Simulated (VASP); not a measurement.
# Ti2GaS3 in VASP: notebook, part 2 of 2

VASP 6.6.1. The steps go on from the part before.

**4. Single point, PBE**

This run uses another cell than the first one: it holds 12 atoms, not 6.

INCAR

```
PREC = Accurate ; ENCUT = 520
EDIFF = 1E-6 ; ISMEAR = 0
SIGMA = 0.2 ; LREAL = F
LASPH = T ; NELM = 80
ALGO = Normal ; ISIF = 2
LWAVE = F ; LCHARG = F
GGA = PE ; NBANDS = 67
```

KPOINTS

```
regular mesh
0
Gamma
  6 6 1
```

POSCAR

```
Ti2GaS3
1.0
    3.3680683337      0.0000898674      0.0006903400
   -1.6839437538      2.9173806051     -0.0018523089
    0.0044511205     -0.0092050673     21.0821918781
Ti Ga S
4 2 6
Direct
    0.6671027696      0.3331946669      0.3249008826
    0.6675439085      0.3354331686      0.8247513399
    0.6670251761      0.3323803483      0.1752066678
    0.6675328800      0.3340044139      0.6750840915
   -0.0015959176      0.9999300030     -0.0000081982
   -0.0049497779      0.9955631870      0.5000282654
    0.0003944979     -0.0006980322      0.2500738851
    0.0009850294      0.0015331417      0.7499329162
    0.3336248113      0.6649601092      0.1050171444
    0.3343030670      0.6670093915      0.6048936478
    0.3337226724      0.6670305522      0.3951414958
    0.3343108834      0.6696590498      0.8949778617
```

Potentials or basis: VASP PAW PBE potentials, release 64 (Ti_sv, Ga_d, S).

On the command line:

```sh
> cat potpaw_PBE.64/Ti_sv/POTCAR potpaw_PBE.64/Ga_d/POTCAR potpaw_PBE.64/S/POTCAR > POTCAR
> mpirun -np 1 vasp_std > vasp.out
```

OUTCAR:

```text
PREC = Accurate
   ENCUT = 520
   EDIFF = 1E-6
   ISMEAR = 0
   LREAL = F
   LASPH = T
   NELM = 80
   ISIF = 2
   GGA = PE

 ion  position               nearest neighbor table
   1  0.667  0.333  0.325-  11 2.44  11 2.44  11 2.44   7 2.50   7 2.50   7 2.50
   2  0.668  0.335  0.825-  12 2.44  12 2.44  12 2.44   8 2.50   8 2.50   8 2.50
   3  0.667  0.332  0.175-   9 2.44   9 2.44   9 2.44   7 2.50   7 2.50   7 2.51
   4  0.668  0.334  0.675-  10 2.44  10 2.44  10 2.44   8 2.50   8 2.50   8 2.51
   5  0.998  1.000  1.000-
   6  0.995  0.996  0.500-
   7  0.000  0.999  0.250-   1 2.50   1 2.50   1 2.50   3 2.50   3 2.50   3 2.51
   8  0.001  0.002  0.750-   2 2.50   4 2.50   2 2.50   4 2.50   2 2.50   4 2.51
   9  0.334  0.665  0.105-   3 2.44   3 2.44   3 2.44
  10  0.334  0.667  0.605-   4 2.44   4 2.44   4 2.44
  11  0.334  0.667  0.395-   1 2.44   1 2.44   1 2.44
  12  0.334  0.670  0.895-   2 2.44   2 2.44   2 2.44

  LATTYP: Found a triclinic cell.
 ALAT       =     3.3684981211
 B/A-ratio  =     0.9998724311
 C/A-ratio  =     6.2586332542
 COS(alpha) =     0.0004160862
 COS(beta)  =     0.0010335916
 COS(gamma) =     0.4998863573

  Lattice vectors:

 A1 = (   1.6839437538,  -2.9173806051,   0.0018523089)
 A2 = (   3.3680683337,   0.0000898674,   0.0006903400)
 A3 = (   0.0044511205,  -0.0092050673,  21.0821918781)

Analysis of symmetry for initial positions (statically):
=====================================================================
 Subroutine PRICEL returns:
 Original cell was already a primitive cell.

 Routine SETGRP: Setting up the symmetry group for a
 triclinic supercell.

 Subroutine GETGRP returns: Found  1 space group operations
 (whereof  1 operations were pure point group operations)
 out of a pool of  2 trial point group operations.

The static configuration has the point symmetry C_1 .

[... 155 lines left out ...]
   IVDW    =     0    specifies the selected vdW correction
   LEPSILON=     F    determine dielectric tensor
   LRPA    =     F    only Hartree local field effects (RPA)
 non-spin polarized calculation
 Gauss-broadening in eV      SIGMA  =   0.20
  energy-cutoff  :      520.00
  volume of cell :      207.16
 maximum number of plane-waves:      5627
 NGX is ok and might be reduce to    28

 number of electron     109.9999975 magnetization

 Free energy of the ion-electron system (eV)
  ---------------------------------------------------
  ext. energy  EPLUGINS =         0.00000000
  ---------------------------------------------------
  free energy    TOTEN  =       -75.03325596 eV

  energy without entropy =      -74.85091117  energy(sigma->0) =      -74.94208357

 E-fermi :   7.6153     XC(G=0): -10.9016

 val. band max:        7.5675022178   @ k =   0.0000   0.3333  -0.0000
 cond. band min:       7.6633060015   @ k =  -0.3333   0.1667  -0.0000
 fundamental gap:      0.0958037837
 Fermi energy:         7.6152575008

 k-point     1 :       0.0000    0.0000    0.0000
  band No.  band energies     occupation
      1     -49.7635      2.00000
      2     -49.7631      2.00000
      3     -49.7549      2.00000
      4     -49.7545      2.00000
      5     -26.0270      2.00000
      6     -26.0267      2.00000
[... 1389 lines left out ...]
     66       9.5315      0.00000
     67       9.5795      0.00000

------------------------ aborting loop because EDIFF is reached ----------------------------------------

  FORCE on cell =-STRESS in cart. coord.  units (eV):
  Direction    XX          YY          ZZ          XY          YZ          ZX
  --------------------------------------------------------------------------------------
  -------------------------------------------------------------------------------------
  Total       -0.0082066     -0.0302379      0.0560098     -0.0039248     -0.0009589      0.0128017
  in kB       -0.0634714     -0.2338651      0.4331900     -0.0303554     -0.0074164      0.0990104
  external PRESSURE =       0.0452845 kB  Pullay stress =       0.0000000 kB

 VOLUME and BASIS-vectors are now :
 -----------------------------------------------------------------------------
  energy-cutoff  :      520.00
  volume of cell :      207.16
      direct lattice vectors                 reciprocal lattice vectors
     3.368068334  0.000089867  0.000690340     0.296901515  0.171374785  0.000012142
    -1.683943754  2.917380605 -0.001852309    -0.000009176  0.342768037  0.000149664
     0.004451120 -0.009205067 21.082191878    -0.000009723  0.000024504  0.047433411

 POSITION                                       TOTAL-FORCE (eV/Angst)
 -----------------------------------------------------------------------------------
      1.68721      0.96912      6.84947        -0.002506     -0.003533      0.013881
      1.68715      0.97105     17.38741         0.000631      0.000391      0.016846
      1.68766      0.96813      3.69359         0.000708     -0.003052     -0.006850
      1.68886      0.96826     14.23209        -0.003147      0.003640     -0.004381
      1.68332      2.90806     21.08086         0.000520      0.000131     -0.001167
      1.67715      2.89992     10.54053         0.001165      0.001391     -0.001837
     -1.68033      2.91304      5.27025        -0.000678      0.002308     -0.002590
      0.00407     -0.00243     15.81023        -0.000194     -0.001918     -0.001944
      0.00438      1.93901      2.21299        -0.001034      0.002949      0.001098
      0.00544      1.94038     12.75148        -0.000741      0.000019     -0.000528
      0.00252      1.94237      8.32944         0.002373      0.001561     -0.007376
      0.00230      1.94544     18.86709         0.002904     -0.003887     -0.005155
 -----------------------------------------------------------------------------------
    total drift:                               -0.000129     -0.000166     -0.000727

  FREE ENERGIE OF THE ION-ELECTRON SYSTEM (eV)
  ---------------------------------------------------
  free  energy   TOTEN  =       -75.0332559649 eV

  energy  without entropy=      -74.8509111682  energy(sigma->0) =      -74.94208357
```

stdout:

```text
POSCAR found type information on POSCAR TiGaS
 POSCAR found :  3 types and      12 ions
 scaLAPACK will be used
 LDA part: xc-table for (Slater+PW92), standard interpolation
 POSCAR, INCAR and KPOINTS ok, starting setup
 FFT: planning ... GRIDC
 FFT: planning ... GRID_SOFT
 FFT: planning ... GRID
 WAVECAR not read
 entering main loop
```

It took 3.8 min on 1 thread of Intel Xeon 6975P-C (Granite Rapids), shared host; peak memory 0.46 GiB.

What came out:

| Quantity | Value |
| --- | --- |
| Free energy | -75.0333 eV |
| Pressure | 0.0 GPa |
| Largest force | 0.017 eV/Å |
| Band gap on the k mesh | zero (bands 55 and 56 overlap by 0.65 eV) |

Forces in eV/Å, atoms in the order of the input:
```
Ti  -0.003 -0.004  0.014
Ti   0.001  0.000  0.017
Ti   0.001 -0.003 -0.007
Ti  -0.003  0.004 -0.004
Ga   0.001  0.000 -0.001
Ga   0.001  0.001 -0.002
S   -0.001  0.002 -0.003
S    0.000 -0.002 -0.002
S   -0.001  0.003  0.001
S   -0.001  0.000 -0.001
S    0.002  0.002 -0.007
S    0.003 -0.004 -0.005
```

Levels at points of the mesh, in eV from the Fermi level:
```csv
k point,band 52,band 53,band 54,band 55,band 56,band 57,band 58,band 59,band 60,band 61
"(0.00, 0.00, 0.00)",-1.16,-0.60,0.16,0.16,0.16,0.16,0.31,0.68,0.69,0.69
"(0.50, 0.00, 0.00)",-2.43,-1.18,-1.15,-0.42,-0.40,0.42,0.50,1.58,1.59,1.59
"(0.00, 0.50, 0.00)",-2.43,-1.19,-1.14,-0.42,-0.39,0.40,0.48,1.58,1.59,1.59
"(0.50, 0.50, 0.00)",-2.44,-1.18,-1.15,-0.42,-0.39,0.40,0.49,1.58,1.59,1.59
```

**5. Single point, PBE**

This run uses another cell than the first one: it holds 12 atoms, not 6.

INCAR

```
SYSTEM = Ti2GaS3
  PREC = Accurate
  ENCUT = 520
  EDIFF = 1E-6
  ISMEAR = 0
  SIGMA = 0.2
  LREAL = .False.
  LASPH = .True.
  NELM = 60
  ALGO = Normal
  ISIF = 2
  LWAVE = .False.
  LCHARG = .False.
  GGA = PE
  NBANDS = 67
```

KPOINTS

```
Automatic mesh
0
Gamma
  6 6 1
  0 0 0
```

POSCAR

```
Ti2GaS3
1.0
    3.3289379835     -0.0007205845      0.0005124100
   -1.6650869584      2.8836258243      0.0002336696
    0.0033404814      0.0036679529     21.6874264125
Ti Ga S
4 2 6
Direct
    0.0025815548      0.0009669918      0.1744583174
   -0.0012043466      0.9998157469      0.6743846652
    0.0020506512      1.0006360266      0.3258159858
   -0.0016822018      0.9993232635      0.8254801286
   -0.0017859803     -0.0031275552     -0.0007756361
    0.9979233368      1.0014302540      0.5001527932
    0.3359707486      0.6676964328      0.1061087154
    0.3323256612      0.6667034698      0.6059152393
    0.3356551313      0.6674915732      0.2502007379
    0.3318132887      0.6662207799      0.7499780293
    0.3349824918      0.6670883420      0.3942527340
    0.3313696644      0.6657546748      0.8940282898
```

On the command line:

```sh
> cat potpaw_PBE.64/Ti_sv/POTCAR potpaw_PBE.64/Ga_d/POTCAR potpaw_PBE.64/S/POTCAR > POTCAR
> mpirun -np 1 vasp_std > vasp.out
```

Run time: 4.5 min. Hardware: 1 thread of Intel Xeon 6975P-C (Granite Rapids), shared host; peak memory 0.45 GiB.

Results (log left out):

```yaml
Free_energy: -75.1643 eV
Pressure: -0.2 GPa
Largest_force: 0.022 eV/Å
Band_gap_on_the_k_mesh: zero (bands 55 and 56 overlap by 0.89 eV)
```

Forces in eV/Å, atoms in the order of the input:
```
Ti  -0.001 -0.001  0.022
Ti   0.001  0.000  0.015
Ti  -0.001  0.000 -0.022
Ti   0.000  0.000 -0.010
Ga   0.000  0.001  0.011
Ga   0.002 -0.001  0.001
S   -0.001  0.000 -0.021
S    0.000 -0.001 -0.012
S   -0.001 -0.001 -0.004
S    0.001  0.000 -0.001
S    0.000  0.001  0.011
S    0.002  0.001  0.009
```

Stress tensor (GPa, compression positive):
```
-0.20  0.02  0.00
 0.02 -0.21  0.00
 0.00  0.00 -0.05
```

Levels at points of the mesh, in eV from the Fermi level:
```
           k point  band 52  band 53  band 54  band 55  band 56  band 57  band 58  band 59  band 60  band 61
(0.00, 0.00, 0.00)    -0.83    -0.25     0.67     0.67     0.68     0.68     0.72     1.21     1.58     2.08
(0.50, 0.00, 0.00)    -2.09    -0.99    -0.67    -0.37    -0.20     0.84     1.00     1.78     1.80     1.92
(0.00, 0.50, 0.00)    -2.09    -0.99    -0.67    -0.38    -0.20     0.83     1.00     1.78     1.80     1.92
(0.50, 0.50, 0.00)    -2.09    -0.99    -0.67    -0.38    -0.20     0.83     1.00     1.78     1.80     1.92
```

Caveat: the k points lie up to 0.36 Å⁻¹ apart, too coarse for converged energies and pressures of a metal.

**6. Overview**

| task | spin | cell | k mesh | cutoff (eV) | smearing | gap on the mesh (eV) | pressure (GPa) | relaxed volume (Å³/atom) | largest force (eV/Å) |
| --- | --- | --- | --- | --- | --- | --- | --- | --- | --- |
| relaxation of cell and atoms | off | relaxed from a = 3.312, b = 3.312, c = 10.932 Å, angles 90.0, 90.0, 120.0°, 6 atoms, atomic positions A | 12 × 12 × 4 | 600 | gaussian 0.1 eV | none | 0.0 | 17.28 | - |
| relaxation of cell and atoms | collinear | relaxed from a = 3.500, b = 3.500, c = 10.570 Å, angles 90.0, 90.0, 120.0°, 6 atoms, atomic positions B | 5 × 5 × 2 | 600 | gaussian 0.2 eV | none | -0.2 | 17.42 | 0.06 |
| single point | off | a = 3.368, b = 3.368, c = 21.082 Å, angles 90.1, 90.0, 120.0°, 12 atoms, atomic positions C | 6 × 6 × 1 | 520 | gaussian 0.2 eV | none | 0.0 | - | 0.02 |
| single point | off | a = 3.329, b = 3.330, c = 21.687 Å, angles 90.0, 90.0, 120.0°, 12 atoms, atomic positions D | 6 × 6 × 1 | 520 | gaussian 0.2 eV | none | -0.2 | - | 0.02 |

Alike in all rows: level PBE; potentials or basis VASP PAW PBE potentials, release 64 (Ti_sv, Ga_d, S).

Caveats: some runs use coarse meshes; the relaxation stopped at a loose force limit of 0.08 eV/Å, so its end isn't a converged minimum (at least some runs).

Total energies depend on the potentials used, so only differences within one code and one set of settings carry meaning.
